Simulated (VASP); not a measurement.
# BaTe (I4/mmm) in VASP: single point with PBEsol

Aim: the single point of BaTe with PBEsol.

All numbers are computed with VASP 6.6.1; they aren't measurements. Logs are shortened: lines on timing, memory, paths and dates and some standing lists are left out, and cuts for length are marked.

## Step 1: The cell of the first run

The structure is tetragonal, space group I4/mmm (No. 139). Conventional cell: a = 5.007 Å, b = 5.007 Å, c = 6.859 Å, α = 90.00°, β = 90.00°, γ = 90.00°. Ba (site symmetry 4/mmm) has 6 Te at 3.43 to 3.54 Å within 4.5 Å. Te (site symmetry 4/mmm) has 6 Ba at 3.43 to 3.54 Å within 4.5 Å.

## Step 2: Single point, PBEsol (in-plane strain +0.02)

INCAR

```
SYSTEM = BaTe
PREC = Accurate ; ENCUT = 520
EDIFF = 1E-7 ; ISMEAR = 0
SIGMA = 0.01 ; LREAL = .False.
LASPH = .True. ; NELM = 80
ALGO = Normal ; ISIF = 2
LWAVE = .False. ; LCHARG = .True.
GGA = PS ; LELF = .True.
LVHAR = .True. ; NBANDS = 15
```

KPOINTS

```
regular mesh
0
Gamma
  6 6 6
  0 0 0
```

POSCAR

```
BaTe
1.0
    3.5407989040      3.5407989040      0.0000000000
   -3.5407989040      3.5407989040      0.0000000000
    0.0000000000      3.5407989040      3.4297150168
Ba Te
1 1
Direct
    0.0000000000      0.0000000000      0.0000000000
    0.5000000000      0.5000000000      0.0000000000
```

Potentials or basis: VASP PAW PBE potentials, release 64 (Ba_sv, Te).

Run with:

```bash
> cat potpaw_PBE.64/Ba_sv/POTCAR potpaw_PBE.64/Te/POTCAR > POTCAR
> mpirun -np 1 vasp_std > vasp.out
```

OUTCAR:

```text
SYSTEM = BaTe
   PREC = Accurate
   ENCUT = 520
   EDIFF = 1E-7
   ISMEAR = 0
   LREAL = .False.
   LASPH = .True.
   NELM = 80
   ISIF = 2
   GGA = PS

 ion  position               nearest neighbor table
   1  0.000  0.000  0.000-   2 3.43   2 3.43   2 3.54   2 3.54   2 3.54   2 3.54
   2  0.500  0.500  0.000-   1 3.43   1 3.43   1 3.54   1 3.54   1 3.54   1 3.54

  LATTYP: Found a body centered tetragonal cell.
 ALAT       =     5.0074458317
 C/A-ratio  =     1.3698460781

  Lattice vectors:

 A1 = (   3.5407989040,   0.0000000000,  -3.4297150168)
 A2 = (  -3.5407989040,   0.0000000000,  -3.4297150168)
 A3 = (   0.0000000000,   3.5407989040,   3.4297150168)

Analysis of symmetry for initial positions (statically):
=====================================================================
 Subroutine PRICEL returns:
 Original cell was already a primitive cell.

 Routine SETGRP: Setting up the symmetry group for a
 body centered tetragonal supercell.

 Subroutine GETGRP returns: Found 16 space group operations
 (whereof 16 operations were pure point group operations)
 out of a pool of 16 trial point group operations.

The static configuration has the point symmetry D_4h.

Analysis of symmetry for dynamics (positions and initial velocities):
=====================================================================
 Subroutine PRICEL returns:
 Original cell was already a primitive cell.

 Routine SETGRP: Setting up the symmetry group for a
 body centered tetragonal supercell.

 Subroutine GETGRP returns: Found 16 space group operations
 (whereof 16 operations were pure point group operations)
 out of a pool of 16 trial point group operations.

The dynamic configuration has the point symmetry D_4h.

 Subroutine INISYM returns: Found 16 space group operations
 (whereof 16 operations are pure point group operations),
 and found     1 'primitive' translations

----------------------------------------------------------------------------------------

                                     Primitive cell

  volume of cell :      85.9984

  direct lattice vectors                    reciprocal lattice vectors
     3.540798904  3.540798904  0.000000000     0.141211069  0.141211069 -0.145784707
    -3.540798904  3.540798904  0.000000000    -0.141211069  0.141211069 -0.145784707
     0.000000000  3.540798904  3.429715017     0.000000000  0.000000000  0.291569415

  length of vectors
     5.007445832  5.007445832  4.929523504     0.247253540  0.247253540  0.291569415

  position of ions in fractional coordinates (direct lattice)
     0.000000000  0.000000000  0.000000000
     0.500000000  0.500000000  0.000000000

  ion indices of the primitive-cell ions
   primitive index   ion index
                 1           1
                 2           2

----------------------------------------------------------------------------------------

 KPOINTS: regular mesh

Automatic generation of k-mesh.
 Grid dimensions read from file:
 generate k-points for:    6    6    6

 Generating k-lattice:

  Cartesian coordinates                     Fractional coordinates (reciprocal lattice)
     0.023535178  0.023535178 -0.024297451     0.166666667  0.000000000 -0.000000000
    -0.023535178  0.023535178 -0.024297451     0.000000000  0.166666667 -0.000000000
     0.000000000  0.000000000  0.048594902     0.000000000  0.000000000  0.166666667

  Length of vectors
     0.041208923  0.041208923  0.048594902

  Shift w.r.t. Gamma in fractional coordinates (k-lattice)
     0.000000000  0.000000000  0.000000000

 Subroutine IBZKPT returns following result:
 ===========================================

 Found     30 irreducible k-points:

 Following reciprocal coordinates:
            Coordinates               Weight
  0.000000  0.000000  0.000000      1.000000
  0.166667  0.000000 -0.000000      8.000000
  0.333333  0.000000 -0.000000      8.000000
  0.500000  0.000000 -0.000000      4.000000
  0.166667  0.166667 -0.000000      8.000000
  0.333333  0.166667 -0.000000     16.000000
[... 16 lines left out ...]
 -0.333333 -0.333333  0.166667      4.000000
 -0.166667 -0.333333  0.166667     16.000000
 [... further k-points ...]
   k-points           NKPTS =     30   k-points in BZ     NKDIM =     30   number of bands    NBANDS=     15
   number of dos      NEDOS =    301   number of ions     NIONS =      2
   total plane-waves  NPLWV =  64000
   dimension x,y,z NGX =    40 NGY =   40 NGZ =   40
   dimension x,y,z NGXF=    80 NGYF=   80 NGZF=   80
   ions per type =               1   1
   NGX,Y,Z   is equivalent  to a cutoff of  13.28, 13.28, 13.49 a.u.
   NGXF,Y,Z  is equivalent  to a cutoff of  26.56, 26.56, 26.98 a.u.
 SYSTEM =  BaTe
   PREC   = accura    normal or accurate (medium, high low for compatibility)
   ISTART =      0    job   : 0-new  1-cont  2-samecut
   ICHARG =      2    charge: 1-file 2-atom 10-const
   ISPIN  =      1    spin polarized calculation?
   LNONCOLLINEAR =      F non collinear calculations
   LSORBIT =      F    spin-orbit coupling
   LASPH  =      T    aspherical Exc in radial PAW
   ENCUT  =  520.0 eV  38.22 Ry    6.18 a.u.   9.31  9.31  9.17*2*pi/ulx,y,z
   NELM   =     80;   NELMIN=  2; NELMDL= -5     # of ELM steps
   EDIFF  = 0.1E-06   stopping-criterion for ELM
   LREAL  =      F    real-space projection
   EDIFFG = 0.1E-05   stopping-criterion for IOM
   NSW    =      0    number of steps for IOM
   IBRION =     -1    ionic relax: 0-MD 1-quasi-New 2-CG
   NFREE  =      0    steps in history (QN), initial steepest desc. (CG)
   ISIF   =      2    stress and relaxation
   ISYM   =      2    0-nonsym 1-usesym 2-fastsym
   POTIM  = 0.5000    time-step for ionic-motion
   TEBEG  =    0.0;   TEEND  =   0.0 temperature during run
   PSTRESS=    0.0 pullay stress
   NELECT =      16.0000    total number of electrons
   NUPDOWN=      -1.0000    fix difference up-down
   EMIN   =  10.00;   EMAX   =-10.00  energy-range for DOS
   EFERMI =   0.00;   METHOD = LEGACY
   ISMEAR =     0;   SIGMA  =   0.01  broadening in eV -4-tet -1-fermi 0-gaus
   EFERMI_NEDOS =   21; number of points for ismear=-14 and -15
   IALGO  =     38    algorithm
   IMIX   =      4    mixing-type and parameters
     AMIX     =   0.40;   BMIX     =  1.00
     AMIX_MAG =   1.60;   BMIX_MAG =  1.00
  volume/ion in A,a.u.               =      43.00       290.17
  Fermi-wavevector in a.u.,A,eV,Ry     =   0.934583  1.766106 11.883951  0.873446
  Thomas-Fermi vector in A             =   2.061403
   LORBIT       =      0    0 simple, 1 ext, 2 COOP (PROOUT), +10 PAW based schemes
   GGA     = PS    functional components
   LHFCALC =     F    Hartree Fock is set to
   AEXX    =    0.0000 exact exchange contribution
   IVDW    =     0    specifies the selected vdW correction
   LEPSILON=     F    determine dielectric tensor
   LRPA    =     F    only Hartree local field effects (RPA)
 non-spin polarized calculation
 Gauss-broadening in eV      SIGMA  =   0.01
  energy-cutoff  :      520.00
  volume of cell :       86.00
 maximum number of plane-waves:      2353
 NGX is ok and might be reduce to    40
   NGX = 19   NGY = 19   NGZ = 19

 number of electron      16.0000000 magnetization

 Free energy of the ion-electron system (eV)
  ---------------------------------------------------
  ext. energy  EPLUGINS =         0.00000000
  ---------------------------------------------------
  free energy    TOTEN  =        -9.17709402 eV

  energy without entropy =       -9.17709402  energy(sigma->0) =       -9.17709402

 E-fermi :   2.3221     XC(G=0):  -8.3970

 val. band max:        2.1962107005   @ k =   0.0000   0.0000   0.0000
 cond. band min:       3.5694117852   @ k =   0.0000   0.0000   0.5000
 fundamental gap:      1.3732010847
 Fermi energy:         2.3221092100

 k-point     1 :       0.0000    0.0000    0.0000
  band No.  band energies     occupation
      1     -24.8505      2.00000
      2      -9.9953      2.00000
      3      -9.9857      2.00000
      4      -9.9857      2.00000
      5      -7.4391      2.00000
      6       2.1087      2.00000
      7       2.1087      2.00000
      8       2.1962      2.00000
      9       4.8303      0.00000
     10       4.9387      0.00000
     11       4.9387      0.00000
     12       5.1390      0.00000
     13       5.5753      0.00000
     14       5.7730      0.00000
     15       8.9755      0.00000

 k-point     2 :       0.1667    0.0000   -0.0000
  band No.  band energies     occupation
      1     -24.8472      2.00000
      2     -10.1150      2.00000
      3      -9.9924      2.00000
      4      -9.9908      2.00000
      5      -7.2406      2.00000
      6       1.3099      2.00000
      7       1.7356      2.00000
      8       1.7713      2.00000
      9       5.0137      0.00000
     10       5.2948      0.00000
     11       5.3983      0.00000
     12       5.9269      0.00000
     13       6.3144      0.00000
     14       6.5932      0.00000
     15       9.8163      0.00000

 k-point     3 :       0.3333    0.0000   -0.0000
  band No.  band energies     occupation
      1     -24.8405      2.00000
      2     -10.3280      2.00000
      3     -10.0009      2.00000
      4      -9.9946      2.00000
      5      -6.8681      2.00000
      6       0.2695      2.00000
      7       1.2079      2.00000
      8       1.2098      2.00000
      9       5.4447      0.00000
     10       6.1988      0.00000
     11       6.2228      0.00000
     12       7.3313      0.00000
     13       7.9199      0.00000
     14       8.2297      0.00000
     15      10.0848      0.00000
[... 343 lines left out ...]
 k-point    23 :      -0.3333   -0.3333    0.1667
  band No.  band energies     occupation
      1     -24.8330      2.00000
      2     -10.1676      2.00000
      3     -10.1169      2.00000
      4     -10.1094      2.00000
      5      -7.0955      2.00000
      6       1.0134      2.00000
      7       1.0658      2.00000
      8       1.4485      2.00000
      9       4.5838      0.00000
     10       6.5330      0.00000
     11       6.8944      0.00000
     12       7.3879      0.00000
     13       7.9118      0.00000
     14       8.3647      0.00000
     15      10.1686      0.00000

 k-point    24 :      -0.1667   -0.3333    0.1667
  band No.  band energies     occupation
      1     -24.8336      2.00000
      2     -10.2612      2.00000
      3     -10.1075      2.00000
      4     -10.0524      2.00000
      5      -6.9575      2.00000
      6       0.5518      2.00000
      7       1.1283      2.00000
      8       1.2125      2.00000
      9       5.5928      0.00000
     10       5.7142      0.00000
     11       7.4020      0.00000
     12       7.5183      0.00000
     13       7.7029      0.00000
     14       9.2789      0.00000
     15       9.9740      0.00000

 [... further k-points ...]

------------------------ aborting loop because EDIFF is reached ----------------------------------------

  FORCE on cell =-STRESS in cart. coord.  units (eV):
  Direction    XX          YY          ZZ          XY          YZ          ZX
  --------------------------------------------------------------------------------------
  -------------------------------------------------------------------------------------
  Total       -0.6041618     -0.6041618      0.5644461      0.0000000     -0.0000000     -0.0000000
  in kB      -11.2557198    -11.2557198     10.5158037      0.0000000     -0.0000000     -0.0000000
  external PRESSURE =      -3.9985453 kB  Pullay stress =       0.0000000 kB

 VOLUME and BASIS-vectors are now :
 -----------------------------------------------------------------------------
  energy-cutoff  :      520.00
  volume of cell :       86.00
      direct lattice vectors                 reciprocal lattice vectors
     3.540798904  3.540798904  0.000000000     0.141211069  0.141211069 -0.145784707
    -3.540798904  3.540798904  0.000000000    -0.141211069  0.141211069 -0.145784707
     0.000000000  3.540798904  3.429715017     0.000000000  0.000000000  0.291569415

 POSITION                                       TOTAL-FORCE (eV/Angst)
 -----------------------------------------------------------------------------------
      0.00000      0.00000      0.00000         0.000000      0.000000      0.000000
      0.00000      3.54080      0.00000        -0.000000     -0.000000      0.000000
 -----------------------------------------------------------------------------------
    total drift:                                0.000000     -0.000000     -0.000000

  FREE ENERGIE OF THE ION-ELECTRON SYSTEM (eV)
  ---------------------------------------------------
  free  energy   TOTEN  =        -9.1770940194 eV

  energy  without entropy=       -9.1770940194  energy(sigma->0) =       -9.17709402
```

Wall time 41 s (1 thread of Intel Xeon Platinum 8259CL at 2.50GHz (Skylake/Cascade Lake), shared host); peak memory 0.26 GiB.

What came out:

* Free energy: -9.1771 eV
* Pressure: -0.4 GPa
* Band gap on the k mesh: 1.37 eV, indirect (least direct gap 1.77 eV)

Levels at points of the mesh, in eV from the valence-band top:
```tsv
k point	band 4	band 5	band 6	band 7	band 8	band 9	band 10	band 11	band 12	band 13
(0.00, 0.00, 0.00)	-12.18	-9.64	-0.09	-0.09	0.00	2.63	2.74	2.74	2.94	3.38
(0.50, 0.00, 0.00)	-12.19	-8.88	-2.34	-1.21	-1.20	4.01	4.63	4.76	4.83	6.72
(0.50, 0.50, 0.00)	-12.25	-9.43	-1.26	-0.45	-0.39	1.38	4.23	4.58	5.47	5.57
(0.00, 0.00, 0.50)	-12.28	-9.42	-1.12	-0.50	-0.50	1.37	4.40	4.45	5.56	5.62
```

Caveat: the cell differs from its parent crystal (in-plane strain +0.02); the PAW data sets were made with another functional, which shifts forces and pressure a little; spin-orbit coupling is left out, which moves the levels of the heavy elements.
